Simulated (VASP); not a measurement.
# HfN (Fm-3m) in VASP: a series of runs

The runs below take HfN through single point, with PBEsol.

Program: VASP 6.6.1. These are calculated values, not measurements. Logs are shortened: lines on timing, memory, paths and dates and some standing lists are left out, and cuts for length are marked.

### Step 1. The cell of the first run

Symmetry: Fm-3m, No. 225, cubic system. The conventional cell has a = 4.410 Å, b = 4.410 Å, c = 4.410 Å, α = 90.00°, β = 90.00°, γ = 90.00°. Within 2.9 Å of Hf (site symmetry m-3m) lie 6 N at 2.20 Å. N (site symmetry m-3m) has 6 Hf at 2.20 Å within 2.9 Å.

### Step 2. Single point, PBEsol (volume scaled by 0.94)

INCAR reads:

```
SYSTEM = HfN
PREC = Accurate
ENCUT = 520
EDIFF = 1E-6
ISMEAR = 0
SIGMA = 0.1
LREAL = .False.
LASPH = .True.
NELM = 100
ALGO = Normal
ISIF = 2
LWAVE = .False.
LCHARG = .True.
GGA = PS
LELF = .True.
LVHAR = .True.
NBANDS = 14
```

KPOINTS reads:

```
regular mesh
0
Gamma
  16 16 16
  0 0 0
```

POSCAR reads:

```
HfN
1.0
    0.0000000000      2.2049218793      2.2049218793
    2.2049218793      0.0000000000      2.2049218793
    2.2049218793      2.2049218793      0.0000000000
Hf N
1 1
Direct
    0.0000000000      0.0000000000      0.0000000000
    0.5000000000      0.5000000000      0.5000000000
```

Potentials or basis: VASP PAW PBE potentials, release 64 (Hf_pv, N).

Command:

```
$ cat potpaw_PBE.64/Hf_pv/POTCAR potpaw_PBE.64/N/POTCAR > POTCAR
$ mpirun -np 1 vasp_std > vasp.out
```

OUTCAR:

```text
SYSTEM = HfN
   PREC = Accurate
   ENCUT = 520
   EDIFF = 1E-6
   ISMEAR = 0
   LREAL = .False.
   LASPH = .True.
   NELM = 100
   ISIF = 2
   GGA = PS

 ion  position               nearest neighbor table
   1  0.000  0.000  0.000-   2 2.20   2 2.20   2 2.20   2 2.20   2 2.20   2 2.20
   2  0.500  0.500  0.500-   1 2.20   1 2.20   1 2.20   1 2.20   1 2.20   1 2.20

  LATTYP: Found a face centered cubic cell.
 ALAT       =     4.4098437586

  Lattice vectors:

 A1 = (   0.0000000000,   2.2049218793,   2.2049218793)
 A2 = (   2.2049218793,   0.0000000000,   2.2049218793)
 A3 = (   2.2049218793,   2.2049218793,   0.0000000000)

Analysis of symmetry for initial positions (statically):
=====================================================================
 Subroutine PRICEL returns:
 Original cell was already a primitive cell.

 Routine SETGRP: Setting up the symmetry group for a
 face centered cubic supercell.

 Subroutine GETGRP returns: Found 48 space group operations
 (whereof 48 operations were pure point group operations)
 out of a pool of 48 trial point group operations.

The static configuration has the point symmetry O_h .

Analysis of symmetry for dynamics (positions and initial velocities):
=====================================================================
 Subroutine PRICEL returns:
 Original cell was already a primitive cell.

 Routine SETGRP: Setting up the symmetry group for a
 face centered cubic supercell.

 Subroutine GETGRP returns: Found 48 space group operations
 (whereof 48 operations were pure point group operations)
 out of a pool of 48 trial point group operations.

The dynamic configuration has the point symmetry O_h .

 Subroutine INISYM returns: Found 48 space group operations
 (whereof 48 operations are pure point group operations),
 and found     1 'primitive' translations

----------------------------------------------------------------------------------------

                                     Primitive cell

  volume of cell :      21.4393

  direct lattice vectors                    reciprocal lattice vectors
     0.000000000  2.204921879  2.204921879    -0.226765404  0.226765404  0.226765404
     2.204921879  0.000000000  2.204921879     0.226765404 -0.226765404  0.226765404
     2.204921879  2.204921879  0.000000000     0.226765404  0.226765404 -0.226765404

  length of vectors
     3.118230426  3.118230426  3.118230426     0.392769201  0.392769201  0.392769201

  position of ions in fractional coordinates (direct lattice)
     0.000000000  0.000000000  0.000000000
     0.500000000  0.500000000  0.500000000

  ion indices of the primitive-cell ions
   primitive index   ion index
                 1           1
                 2           2

----------------------------------------------------------------------------------------

 KPOINTS: regular mesh

Automatic generation of k-mesh.
 Grid dimensions read from file:
 generate k-points for:   16   16   16

 Generating k-lattice:

  Cartesian coordinates                     Fractional coordinates (reciprocal lattice)
    -0.014172838  0.014172838  0.014172838     0.062500000  0.000000000  0.000000000
     0.014172838 -0.014172838  0.014172838     0.000000000  0.062500000  0.000000000
     0.014172838  0.014172838 -0.014172838     0.000000000  0.000000000  0.062500000

  Length of vectors
     0.024548075  0.024548075  0.024548075

  Shift w.r.t. Gamma in fractional coordinates (k-lattice)
     0.000000000  0.000000000  0.000000000

 Subroutine IBZKPT returns following result:
 ===========================================

 Found    145 irreducible k-points:

 Following reciprocal coordinates:
            Coordinates               Weight
  0.000000  0.000000  0.000000      1.000000
  0.062500  0.000000  0.000000      8.000000
  0.125000  0.000000  0.000000      8.000000
  0.187500  0.000000  0.000000      8.000000
  0.250000  0.000000  0.000000      8.000000
  0.312500  0.000000  0.000000      8.000000
[... 16 lines left out ...]
 -0.125000  0.062500  0.000000     24.000000
 -0.062500  0.062500  0.000000     12.000000
 [... further k-points ...]
   k-points           NKPTS =    145   k-points in BZ     NKDIM =    145   number of bands    NBANDS=     14
   number of dos      NEDOS =    301   number of ions     NIONS =      2
   total plane-waves  NPLWV =  13824
   dimension x,y,z NGX =    24 NGY =   24 NGZ =   24
   dimension x,y,z NGXF=    48 NGYF=   48 NGZF=   48
   ions per type =               1   1
   NGX,Y,Z   is equivalent  to a cutoff of  12.80, 12.80, 12.80 a.u.
   NGXF,Y,Z  is equivalent  to a cutoff of  25.59, 25.59, 25.59 a.u.
 SYSTEM =  HfN
   PREC   = accura    normal or accurate (medium, high low for compatibility)
   ISTART =      0    job   : 0-new  1-cont  2-samecut
   ICHARG =      2    charge: 1-file 2-atom 10-const
   ISPIN  =      1    spin polarized calculation?
   LNONCOLLINEAR =      F non collinear calculations
   LSORBIT =      F    spin-orbit coupling
   LASPH  =      T    aspherical Exc in radial PAW
   ENCUT  =  520.0 eV  38.22 Ry    6.18 a.u.   5.80  5.80  5.80*2*pi/ulx,y,z
   NELM   =    100;   NELMIN=  2; NELMDL= -5     # of ELM steps
   EDIFF  = 0.1E-05   stopping-criterion for ELM
   LREAL  =      F    real-space projection
   EDIFFG = 0.1E-04   stopping-criterion for IOM
   NSW    =      0    number of steps for IOM
   IBRION =     -1    ionic relax: 0-MD 1-quasi-New 2-CG
   NFREE  =      0    steps in history (QN), initial steepest desc. (CG)
   ISIF   =      2    stress and relaxation
   ISYM   =      2    0-nonsym 1-usesym 2-fastsym
   POTIM  = 0.5000    time-step for ionic-motion
   TEBEG  =    0.0;   TEEND  =   0.0 temperature during run
   PSTRESS=    0.0 pullay stress
   NELECT =      15.0000    total number of electrons
   NUPDOWN=      -1.0000    fix difference up-down
   EMIN   =  10.00;   EMAX   =-10.00  energy-range for DOS
   EFERMI =   0.00;   METHOD = LEGACY
   ISMEAR =     0;   SIGMA  =   0.10  broadening in eV -4-tet -1-fermi 0-gaus
   EFERMI_NEDOS =   21; number of points for ismear=-14 and -15
   IALGO  =     38    algorithm
   IMIX   =      4    mixing-type and parameters
     AMIX     =   0.40;   BMIX     =  1.00
     AMIX_MAG =   1.60;   BMIX_MAG =  1.00
  volume/ion in A,a.u.               =      10.72        72.34
  Fermi-wavevector in a.u.,A,eV,Ry     =   1.453345  2.746424 28.738384  2.112212
  Thomas-Fermi vector in A             =   2.570622
   LORBIT       =      0    0 simple, 1 ext, 2 COOP (PROOUT), +10 PAW based schemes
   GGA     = PS    functional components
   LHFCALC =     F    Hartree Fock is set to
   AEXX    =    0.0000 exact exchange contribution
   IVDW    =     0    specifies the selected vdW correction
   LEPSILON=     F    determine dielectric tensor
   LRPA    =     F    only Hartree local field effects (RPA)
 non-spin polarized calculation
 Gauss-broadening in eV      SIGMA  =   0.10
  energy-cutoff  :      520.00
  volume of cell :       21.44
 maximum number of plane-waves:       589
   NGX = 11   NGY = 11   NGZ = 11

 number of electron      15.0000002 magnetization

 Free energy of the ion-electron system (eV)
  ---------------------------------------------------
  ext. energy  EPLUGINS =         0.00000000
  ---------------------------------------------------
  free energy    TOTEN  =       -22.93188262 eV

  energy without entropy =      -22.92898358  energy(sigma->0) =      -22.93043310

 E-fermi :   8.8481     XC(G=0): -13.2783

 val. band max:        8.8480617214   @ k =   0.0625   0.0625   0.0000
 cond. band min:       8.8497758419   @ k =  -0.1250   0.0625   0.0000
 fundamental gap:      0.0017141205
 Fermi energy:         8.8481077128

 k-point     1 :       0.0000    0.0000    0.0000
  band No.  band energies     occupation
      1     -21.9132      2.00000
      2     -21.9132      2.00000
      3     -21.9132      2.00000
      4      -9.0108      2.00000
      5       5.7953      2.00000
      6       5.7953      2.00000
      7       5.7953      2.00000
      8       8.4377      2.00000
      9       8.4377      2.00000
     10       8.4377      2.00000
     11      10.9792      0.00000
     12      10.9792      0.00000
     13      11.3993      0.00000
     14      18.5724      0.00000

 k-point     2 :       0.0625    0.0000    0.0000
  band No.  band energies     occupation
      1     -21.9681      2.00000
      2     -21.9174      2.00000
      3     -21.9174      2.00000
      4      -8.9025      2.00000
      5       5.3690      2.00000
      6       5.5275      2.00000
      7       5.5275      2.00000
      8       8.5717      1.99991
      9       8.5875      1.99977
     10       8.5875      1.99977
     11      11.3229      0.00000
     12      11.3229      0.00000
     13      11.6838      0.00000
     14      18.9108      0.00000

 k-point     3 :       0.1250    0.0000    0.0000
  band No.  band energies     occupation
      1     -22.1208      2.00000
      2     -21.9294      2.00000
      3     -21.9294      2.00000
      4      -8.5929      2.00000
      5       4.4122      2.00000
      6       4.9157      2.00000
      7       4.9157      2.00000
      8       8.8070      1.43889
      9       8.9774      0.06753
     10       8.9774      0.06753
     11      12.2102      0.00000
     12      12.2102      0.00000
     13      12.4162      0.00000
     14      19.8544      0.00000
[... 324 lines left out ...]
 k-point    23 :      -0.1250    0.0625    0.0000
  band No.  band energies     occupation
      1     -22.2087      2.00000
      2     -21.9749      2.00000
      3     -21.9219      2.00000
      4      -8.3738      2.00000
      5       3.7725      2.00000
      6       4.3925      2.00000
      7       4.8938      2.00000
      8       8.8498      0.98118
      9       8.9443      0.17351
     10       9.7602      0.00000
     11      11.7616      0.00000
     12      13.2424      0.00000
     13      13.2762      0.00000
     14      20.5193      0.00000

 k-point    24 :      -0.0625    0.0625    0.0000
  band No.  band energies     occupation
      1     -22.0439      2.00000
      2     -21.9448      2.00000
      3     -21.9150      2.00000
      4      -8.7295      2.00000
      5       4.7192      2.00000
      6       5.0447      2.00000
      7       5.4013      2.00000
      8       8.6271      1.99822
      9       8.6319      1.99777
     10       9.1274      0.00008
     11      11.2640      0.00000
     12      12.1402      0.00000
     13      12.2911      0.00000
     14      19.4473      0.00000

 [... further k-points ...]
[... 5 lines left out ...]
  --------------------------------------------------------------------------------------
  -------------------------------------------------------------------------------------
  Total        2.3786709      2.3786709      2.3786709      0.0000000      0.0000000      0.0000000
  in kB      177.7605292    177.7605292    177.7605292      0.0000000      0.0000000      0.0000000
  external PRESSURE =     177.7605292 kB  Pullay stress =       0.0000000 kB

 VOLUME and BASIS-vectors are now :
 -----------------------------------------------------------------------------
  energy-cutoff  :      520.00
  volume of cell :       21.44
      direct lattice vectors                 reciprocal lattice vectors
     0.000000000  2.204921879  2.204921879    -0.226765404  0.226765404  0.226765404
     2.204921879  0.000000000  2.204921879     0.226765404 -0.226765404  0.226765404
     2.204921879  2.204921879  0.000000000     0.226765404  0.226765404 -0.226765404

 POSITION                                       TOTAL-FORCE (eV/Angst)
 -----------------------------------------------------------------------------------
      0.00000      0.00000      0.00000        -0.000000      0.000000      0.000000
      2.20492      2.20492      2.20492         0.000000     -0.000000     -0.000000
 -----------------------------------------------------------------------------------
    total drift:                                0.000000     -0.000000     -0.000000

  FREE ENERGIE OF THE ION-ELECTRON SYSTEM (eV)
  ---------------------------------------------------
  free  energy   TOTEN  =       -22.9318826155 eV

  energy  without entropy=      -22.9289835809  energy(sigma->0) =      -22.93043310
```

Run time: 34 s. Hardware: 1 thread of AMD EPYC 9R45 (Zen 5), shared host; peak memory 0.14 GiB.

What came out:

```yaml
Free_energy: -22.9319 eV
Pressure: 17.8 GPa
```

Levels at points of the mesh, in eV from the Fermi level:
```csv
k point,band 4,band 5,band 6,band 7,band 8,band 9,band 10,band 11,band 12,band 13
"(0.00, 0.00, 0.00)",-17.86,-3.05,-3.05,-3.05,-0.41,-0.41,-0.41,2.13,2.13,2.55
"(0.50, 0.00, 0.00)",-14.63,-9.32,-6.54,-6.54,3.65,4.10,4.10,4.81,9.79,9.79
"(0.50, 0.50, 0.00)",-16.74,-5.33,-4.18,-3.67,-3.67,4.50,6.14,6.14,6.53,8.93
```

Caveat: the PAW data sets were made with another functional, which shifts forces and pressure a little; spin-orbit coupling is left out, which moves the levels of the heavy elements.

[end of part 1 of 2]
